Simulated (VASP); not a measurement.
# InP (F-43m) in VASP: further runs, part 2 of 2

VASP 6.6.1. The steps go on from the part before.

## Step 3: Elastic constants, PBEsol

This run uses another cell than the first one, of 21.71 Å³/atom.

The input, INCAR:

```
PREC = Accurate
ENCUT = 600
EDIFF = 1E-8
ISMEAR = 0
SIGMA = 0.01
LREAL = F
LASPH = T
NELM = 80
ALGO = Normal
ISIF = 3
LWAVE = F
LCHARG = F
GGA = PS
IBRION = 6
NFREE = 2
POTIM = 0.015
NSW = 1
```

The input, KPOINTS:

```
Automatic mesh
0
Gamma
  6 6 6
```

The input, POSCAR:

```
InP
1.0
    0.0000000000      2.7897544657      2.7897544657
    2.7897544657      0.0000000000      2.7897544657
    2.7897544657      2.7897544657      0.0000000000
In P
1 1
Direct
    0.0000000000      0.0000000000      0.0000000000
    0.7500000000      0.7500000000      0.7500000000
```

Potentials or basis: VASP PAW PBE potentials, release 64 (In_d, P).

Started as:

```console
cat potpaw_PBE.64/In_d/POTCAR potpaw_PBE.64/P/POTCAR > POTCAR
mpirun -np 1 vasp_std > vasp.out
```

OUTCAR:

```text
PREC = Accurate
   ENCUT = 600
   EDIFF = 1E-8
   ISMEAR = 0
   LREAL = F
   LASPH = T
   NELM = 80
   ISIF = 3
   GGA = PS
   IBRION = 6
   NFREE = 2
   POTIM = 0.015
   NSW = 1

 ion  position               nearest neighbor table
   1  0.000  0.000  0.000-   2 2.42   2 2.42   2 2.42   2 2.42
   2  0.750  0.750  0.750-   1 2.42   1 2.42   1 2.42   1 2.42

  LATTYP: Found a face centered cubic cell.
 ALAT       =     5.5795089314

  Lattice vectors:

 A1 = (   0.0000000000,   2.7897544657,   2.7897544657)
 A2 = (   2.7897544657,   0.0000000000,   2.7897544657)
 A3 = (   2.7897544657,   2.7897544657,   0.0000000000)

Analysis of symmetry for initial positions (statically):
=====================================================================
 Subroutine PRICEL returns:
 Original cell was already a primitive cell.

 Routine SETGRP: Setting up the symmetry group for a
 face centered cubic supercell.

 Subroutine GETGRP returns: Found 24 space group operations
 (whereof 24 operations were pure point group operations)
 out of a pool of 48 trial point group operations.

The static configuration has the point symmetry T_d .

Analysis of symmetry for dynamics (positions and initial velocities):
=====================================================================
 Subroutine PRICEL returns:
 Original cell was already a primitive cell.

 Routine SETGRP: Setting up the symmetry group for a
 face centered cubic supercell.

 Subroutine GETGRP returns: Found 24 space group operations
 (whereof 24 operations were pure point group operations)
 out of a pool of 48 trial point group operations.

The dynamic configuration has the point symmetry T_d .

 Subroutine INISYM returns: Found 24 space group operations
 (whereof 24 operations are pure point group operations),
 and found     1 'primitive' translations

----------------------------------------------------------------------------------------

                                     Primitive cell

  volume of cell :      43.4238

  direct lattice vectors                    reciprocal lattice vectors
     0.000000000  2.789754466  2.789754466    -0.179227242  0.179227242  0.179227242
     2.789754466  0.000000000  2.789754466     0.179227242 -0.179227242  0.179227242
     2.789754466  2.789754466  0.000000000     0.179227242  0.179227242 -0.179227242

  length of vectors
     3.945308601  3.945308601  3.945308601     0.310430690  0.310430690  0.310430690

  position of ions in fractional coordinates (direct lattice)
     0.000000000  0.000000000  0.000000000
     0.750000000  0.750000000  0.750000000

  ion indices of the primitive-cell ions
   primitive index   ion index
                 1           1
                 2           2

[... 298 lines left out ...]
  ---------------------------------------------------
  free energy    TOTEN  =        -8.84339277 eV

  energy without entropy =       -8.84339277  energy(sigma->0) =       -8.84339277

 E-fermi :   6.9441     XC(G=0): -10.1432

 val. band max:        6.8976576126   @ k =   0.0000   0.0000   0.0000
 cond. band min:       8.2058237096   @ k =   0.0000   0.5000   0.5000
 fundamental gap:      1.3081660970
 Fermi energy:         6.9441159268

 k-point     1 :       0.0000    0.0000    0.0000
  band No.  band energies     occupation
      1      -7.7082      2.00000
      2      -7.7024      2.00000
      3      -7.6952      2.00000
      4      -7.4570      2.00000
      5      -7.4569      2.00000
      6      -5.8139      2.00000
      7       6.8437      2.00000
      8       6.8717      2.00000
      9       6.8977      2.00000
     10       8.2551      0.00000
     11      10.8080      0.00000
     12      10.8234      0.00000
     13      10.8406      0.00000
[... 354 lines left out ...]
  band No.  band energies     occupation
      1      -7.9222      2.00000
      2      -7.6274      2.00000
      3      -7.6026      2.00000
      4      -7.4684      2.00000
      5      -7.4284      2.00000
      6      -3.3743      2.00000
      7       0.5367      2.00000
      8       4.2167      2.00000
      9       5.1273      2.00000
     10       9.5972      0.00000
     11      11.2854      0.00000
     12      12.5994      0.00000
     13      13.7671      0.00000

 [... further k-points ...]

------------------------ aborting loop because EDIFF is reached ----------------------------------------

  FORCE on cell =-STRESS in cart. coord.  units (eV):
  Direction    XX          YY          ZZ          XY          YZ          ZX
  --------------------------------------------------------------------------------------
  -------------------------------------------------------------------------------------
  Total        4.0538347      4.0585419      4.0585419      0.0000000     -0.2299963      0.0000000
  in kB      149.5714397    149.7451181    149.7451181      0.0000000     -8.4860085      0.0000000
  external PRESSURE =     149.6872253 kB  Pullay stress =       0.0000000 kB
[... 17 lines left out ...]
  FREE ENERGIE OF THE ION-ELECTRON SYSTEM (eV)
  ---------------------------------------------------
  free  energy   TOTEN  =        -8.8433927691 eV

  energy  without entropy=       -8.8433927691  energy(sigma->0) =       -8.84339277

 INTERNAL STRAIN TENSORS FROM STRAINED CELLS
 ============================================

 INTERNAL STRAIN TENSOR FOR ION    1 for displacements in x,y,z  (eV/Angst):
          X           Y           Z          XY          YZ          ZX
  --------------------------------------------------------------------------------
  x     0.00000    -0.00000    -0.00000    -0.00000   -15.35167    -0.00000
  y    -0.00000    -0.00000    -0.00000    -0.00000    -0.00000   -15.35221
  z    -0.00000    -0.00000     0.00000   -15.35172     0.00000    -0.00000

 INTERNAL STRAIN TENSORS FROM DISPLACED ATOMS
 ============================================

 INTERNAL STRAIN TENSOR FOR ION    1 for displacements in x,y,z  (eV/Angst):
          X           Y           Z          XY          YZ          ZX
  --------------------------------------------------------------------------------
  x     0.00000     0.00000     0.00000     0.00000   -15.33984     0.00000
  y     0.00000    -0.00000     0.00000     0.00000     0.00000   -15.33984
  z     0.00000     0.00000     0.00000   -15.33984     0.00000     0.00000

 INTERNAL STRAIN TENSOR FOR ION    2 for displacements in x,y,z  (eV/Angst):
          X           Y           Z          XY          YZ          ZX
  --------------------------------------------------------------------------------
  x     0.00000     0.00000     0.00000     0.00000    15.33664     0.00000
  y     0.00000    -0.00000     0.00000     0.00000     0.00000    15.33664
  z     0.00000     0.00000     0.00000    15.33664     0.00000     0.00000

 Eigenvectors and eigenvalues of the dynamical matrix
 ----------------------------------------------------

   1 f  =   10.808254 THz    67.910263 2PiTHz  360.524550 cm-1    44.699327 meV
             X         Y         Z           dx          dy          dz
      0.000000  0.000000  0.000000    -0.000000   -0.461010    0.000000
      4.184632  4.184632  4.184632     0.000000    0.887395    0.000000
[... 21 lines left out ...]
   6 f/i=    0.001050 THz     0.006594 2PiTHz    0.035009 cm-1     0.004341 meV
             X         Y         Z           dx          dy          dz
      0.000000  0.000000  0.000000     0.251959   -0.815646    0.242297
      4.184632  4.184632  4.184632     0.130895   -0.423736    0.125875

--------------------------------------------------------------------------------------------------------

 ELASTIC MODULI CONTR FROM IONIC RELAXATION (kBar)
 Direction    XX          YY          ZZ          XY          YZ          ZX
 --------------------------------------------------------------------------------
 XX          -0.0000      0.0000      0.0000      0.0000      0.0000      0.0000
 YY           0.0000     -0.0000      0.0000     -0.0000      0.0000     -0.0000
 ZZ           0.0000      0.0000     -0.0000      0.0000     -0.0000      0.0000
 XY           0.0000     -0.0000      0.0000   -744.3712     -0.0000     -0.0000
 YZ           0.0000      0.0000     -0.0000     -0.0000   -744.3712      0.0000
 ZX           0.0000     -0.0000      0.0000     -0.0000      0.0000   -744.3712
 --------------------------------------------------------------------------------

 TOTAL ELASTIC MODULI (kBar)
 Direction    XX          YY          ZZ          XY          YZ          ZX
 --------------------------------------------------------------------------------
 XX        1349.2578   1036.8794   1036.8794     -0.0000      0.0000     -0.0000
 YY        1036.8794   1349.2578   1036.8794     -0.0000      0.0000     -0.0000
 ZZ        1036.8794   1036.8794   1349.2578      0.0000     -0.0000     -0.0000
 XY          -0.0000     -0.0000      0.0000    391.2585     -0.0000     -0.0000
 YZ           0.0000      0.0000     -0.0000     -0.0000    391.2585      0.0000
 ZX          -0.0000     -0.0000     -0.0000     -0.0000      0.0000    391.2585
 --------------------------------------------------------------------------------
```

OSZICAR:

```text
N       E                     dE             d eps       ncg     rms          rms(c)
DAV:   1     0.125514086197E+03    0.12551E+03   -0.94783E+03   416   0.177E+03
DAV:   2    -0.164091933639E+00   -0.12568E+03   -0.12237E+03   441   0.369E+02
[... 209 lines left out ...]
DAV:   4    -0.884339284698E+01    0.18757E-04   -0.13344E-04  1533   0.114E-01    0.151E-02
DAV:   5    -0.884339293155E+01   -0.84576E-07   -0.25729E-05  1284   0.413E-02    0.117E-02
DAV:   6    -0.884339286863E+01    0.62920E-07   -0.19871E-06  1339   0.164E-02    0.596E-03
DAV:   7    -0.884339279583E+01    0.72806E-07   -0.28129E-07  1459   0.556E-03    0.199E-03
DAV:   8    -0.884339276589E+01    0.29940E-07   -0.14464E-07  1402   0.288E-03    0.690E-04
DAV:   9    -0.884339276914E+01   -0.32551E-08   -0.28344E-08  1171   0.121E-03
  17 F= -.88433928E+01 E0= -.88433928E+01  d E =-.110476E-13
```

stdout:

```text
POSCAR found type information on POSCAR InP
 POSCAR found :  2 types and       2 ions
 scaLAPACK will be used
 -----------------------------------------------------------------------------
|                                                                             |
|                                                                             |
|     You enforced a specific xc type in the INCAR file but a different       |
|     I HOPE YOU KNOW WHAT YOU ARE DOING!                                     |
[... 32 lines left out ...]
 Finite differences progress:
 bond charge predicted
 Finite differences progress:
 bond charge predicted
 Finite differences progress:
 bond charge predicted
 Finite differences progress:
 bond charge predicted
 Finite differences progress:
 bond charge predicted
 Finite differences progress:
 bond charge predicted
 Finite differences progress:
```

Run time: 6.9 min. Hardware: 1 thread of Intel Xeon 8259CL, shared host; peak memory 0.25 GiB.

What came out:

| Quantity | Value |
| --- | --- |
| Elastic constants C11, C12, C44 | 135, 104, 39 GPa |
| Voigt bulk modulus | 114 GPa |
| Highest phonon frequency at Γ, LO-TO splitting left out | 361 cm⁻¹ |

Phonon frequencies in cm⁻¹ (negative: imaginary):
```csv
q point,frequencies
"(0.000, 0.000, 0.000)",0 0 0 361 361 361
```

Elastic tensor in Voigt notation (GPa, in the Cartesian axes of the cell as first typed):
```
135 104 104   0   0   0
104 135 104   0   0   0
104 104 135   0   0   0
  0   0   0  39   0   0
  0   0   0   0  39   0
  0   0   0   0   0  39
```

Clamped-ion elastic tensor (GPa):
```
135 104 104   0   0   0
104 135 104   0   0   0
104 104 135   0   0   0
  0   0   0 114   0   0
  0   0   0   0 114   0
  0   0   0   0   0 114
```

Caveat: the cell is under stress, which shifts elastic constants; the PAW data sets were made with another functional, which shifts forces and pressure a little; spin-orbit coupling is left out, which moves the levels of the heavy elements.

## Step 4: Elastic constants, PBEsol

This run uses another cell than the first one, of 22.65 Å³/atom.

The input, INCAR:

```
ALGO = Normal ; EDIFF = 1E-8
ENCUT = 600 ; GGA = PS
IBRION = 6 ; ISIF = 3
ISMEAR = 0 ; LASPH = T
LCHARG = F ; LREAL = F
LWAVE = F ; NELM = 60
NFREE = 2 ; NSW = 1
POTIM = 0.015 ; PREC = Accurate
SIGMA = 0.01
```

The input, KPOINTS:

```
k-points
0
Gamma
  6 6 6
```

The input, POSCAR:

```
InP
1.0
    0.0000000000      2.8292342537      2.8292342537
    2.8292342537      0.0000000000      2.8292342537
    2.8292342537      2.8292342537      0.0000000000
In P
1 1
Direct
    0.0000000000      0.0000000000      0.0000000000
    0.7500000000      0.7500000000      0.7500000000
```

Started as:

```console
cat potpaw_PBE.64/In_d/POTCAR potpaw_PBE.64/P/POTCAR > POTCAR
mpirun -np 1 vasp_std > vasp.out
```

Wall time 7.7 min (1 thread of Intel Xeon 8259CL, shared host); peak memory 0.25 GiB.

The run converged. Its results:

| Item | Value |
| --- | --- |
| Elastic constants C11, C12, C44 | 123, 88, 42 GPa |
| Voigt bulk modulus | 100 GPa |
| Highest phonon frequency at Γ, LO-TO splitting left out | 342 cm⁻¹ |

Phonon frequencies in cm⁻¹ (negative: imaginary):
```csv
q point,frequencies
"(0.000, 0.000, 0.000)",0 0 0 342 342 342
```

Elastic tensor in Voigt notation (GPa, in the Cartesian axes of the cell as first typed):
```
123  88  88   0   0   0
 88 123  88   0   0   0
 88  88 123   0   0   0
  0   0   0  42   0   0
  0   0   0   0  42   0
  0   0   0   0   0  42
```

Clamped-ion elastic tensor (GPa):
```
123  88  88   0   0   0
 88 123  88   0   0   0
 88  88 123   0   0   0
  0   0   0  99   0   0
  0   0   0   0  99   0
  0   0   0   0   0  99
```

Caveat: the cell is under stress, which shifts elastic constants; the PAW data sets were made with another functional, which shifts forces and pressure a little; spin-orbit coupling is left out, which moves the levels of the heavy elements.

## Step 5: Elastic constants, PBEsol

This run uses another cell than the first one, of 23.31 Å³/atom.

The input, INCAR:

```
PREC = Accurate
ENCUT = 600
EDIFF = 1E-8
ISMEAR = 0
SIGMA = 0.01
LREAL = False
LASPH = True
NELM = 80
ALGO = Normal
ISIF = 3
LWAVE = False
LCHARG = True
GGA = PS
IBRION = 6
NFREE = 2
POTIM = 0.015
NSW = 1
```

The input, KPOINTS:

```
Automatic mesh
0
Gamma
  6 6 6
```

The input, POSCAR:

```
InP
1.0
    0.0000000000      2.8566394728      2.8566394728
    2.8566394728      0.0000000000      2.8566394728
    2.8566394728      2.8566394728      0.0000000000
In P
1 1
Direct
    0.0000000000      0.0000000000      0.0000000000
    0.7500000000      0.7500000000      0.7500000000
```

Started as:

```console
cat potpaw_PBE.64/In_d/POTCAR potpaw_PBE.64/P/POTCAR > POTCAR
mpirun -np 1 vasp_std > vasp.out
```

Run time: 7.6 min. Hardware: 1 thread of Intel Xeon 8259CL, shared host; peak memory 0.25 GiB.

It converged, with:

- Elastic constants C11, C12, C44: 116, 78, 43 GPa
- Voigt bulk modulus: 90 GPa
- Highest phonon frequency at Γ, LO-TO splitting left out: 330 cm⁻¹

Phonon frequencies in cm⁻¹ (negative: imaginary):
```
              q point        frequencies
(0.000, 0.000, 0.000)  0 0 0 330 330 330
```

Elastic tensor in Voigt notation (GPa, in the Cartesian axes of the cell as first typed):
```
116  78  78   0   0   0
 78 116  78   0   0   0
 78  78 116   0   0   0
  0   0   0  43   0   0
  0   0   0   0  43   0
  0   0   0   0   0  43
```

Clamped-ion elastic tensor (GPa):
```
116  78  78   0   0   0
 78 116  78   0   0   0
 78  78 116   0   0   0
  0   0   0  91   0   0
  0   0   0   0  91   0
  0   0   0   0   0  91
```

Caveat: the cell is under stress, which shifts elastic constants; the PAW data sets were made with another functional, which shifts forces and pressure a little; spin-orbit coupling is left out, which moves the levels of the heavy elements.

## Step 6: Elastic constants, PBEsol

This run uses another cell than the first one, of 24.08 Å³/atom.

The input, INCAR:

```
SYSTEM = InP
PREC = Accurate
ENCUT = 600
EDIFF = 1E-8
ISMEAR = 0
SIGMA = 0.01
LREAL = .False.
LASPH = .True.
NELM = 60
ALGO = Normal
ISIF = 3
LWAVE = .False.
LCHARG = .True.
GGA = PS
IBRION = 6
NFREE = 2
POTIM = 0.015
NSW = 1
```

The input, KPOINTS:

```
regular mesh
0
Gamma
  6 6 6
  0 0 0
```

The input, POSCAR:

```
InP
1.0
    0.0000000000      2.8878726652      2.8878726652
    2.8878726652      0.0000000000      2.8878726652
    2.8878726652      2.8878726652      0.0000000000
In P
1 1
Direct
    0.0000000000      0.0000000000      0.0000000000
    0.7500000000      0.7500000000      0.7500000000
```

Potentials or basis: VASP PAW PBE potentials, release 64 (In_d, P).

Started as:

```console
cat potpaw_PBE.64/In_d/POTCAR potpaw_PBE.64/P/POTCAR > POTCAR
mpirun -np 1 vasp_std > vasp.out
```

It took 11 min on 1 thread of Intel Xeon 8259CL, shared host; peak memory 0.28 GiB.

The run converged. Its results:

```
Elastic constants C11, C12, C44                         : 108, 68, 44 GPa
Voigt bulk modulus                                      : 81 GPa
Highest phonon frequency at Γ, LO-TO splitting left out : 316 cm⁻¹
```

Phonon frequencies in cm⁻¹ (negative: imaginary):
```
              q point        frequencies
(0.000, 0.000, 0.000)  0 0 0 316 316 316
```

Elastic tensor in Voigt notation (GPa, in the Cartesian axes of the cell as first typed):
```
108  68  68   0   0   0
 68 108  68   0   0   0
 68  68 108   0   0   0
  0   0   0  44   0   0
  0   0   0   0  44   0
  0   0   0   0   0  44
```

Clamped-ion elastic tensor (GPa):
```
108  68  68   0   0   0
 68 108  68   0   0   0
 68  68 108   0   0   0
  0   0   0  81   0   0
  0   0   0   0  81   0
  0   0   0   0   0  81
```

Caveat: the cell is under stress, which shifts elastic constants; the PAW data sets were made with another functional, which shifts forces and pressure a little; spin-orbit coupling is left out, which moves the levels of the heavy elements.
